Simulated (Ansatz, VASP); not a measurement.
## SnGe2: VASP beside Ansatz

```xyz
3
Lattice="3.2395 0.0000 0.0000 -1.6197 2.8055 0.0000 0.0000 0.0000 7.5377" Properties=species:S:1:pos:R:3 pbc="T T T"
Sn    0.0000    0.0000    0.0000
Ge    0.0000    1.8703    4.8144
Ge    1.6197    0.9352    2.7233
```

Alike in both runs: functional PBE; k mesh 18 × 18 × 6; occupations gaussian, width 0.1 eV; no spin polarisation.

Ansatz relaxed the structure, and its values are those at the end. VASP's run is a single point on that final structure, the one shown.

|  | VASP | Ansatz |
| --- | --- | --- |
| version | VASP 6.6.1 | Ansatz 0.2.0 |
| potentials or method | VASP PAW PBE potentials, release 64 (Sn_d, Ge_d), cutoff 520 eV | scalar-relativistic, plane waves, PAW |
| valence electrons in the cell | 42 | 42 |

```csv
,VASP,Ansatz,Ansatz less VASP
gap on the k mesh at the Fermi level (eV),none,none,-
pressure (GPa),-0.1,0.0,+0.03
rms of the force components (eV/Å),0.004,0.001,-0.0029
```

A gap of «none» marks a metal or a gap that the smearing closes. With one functional, cell and mesh, what is left measures potentials, basis and numerics.
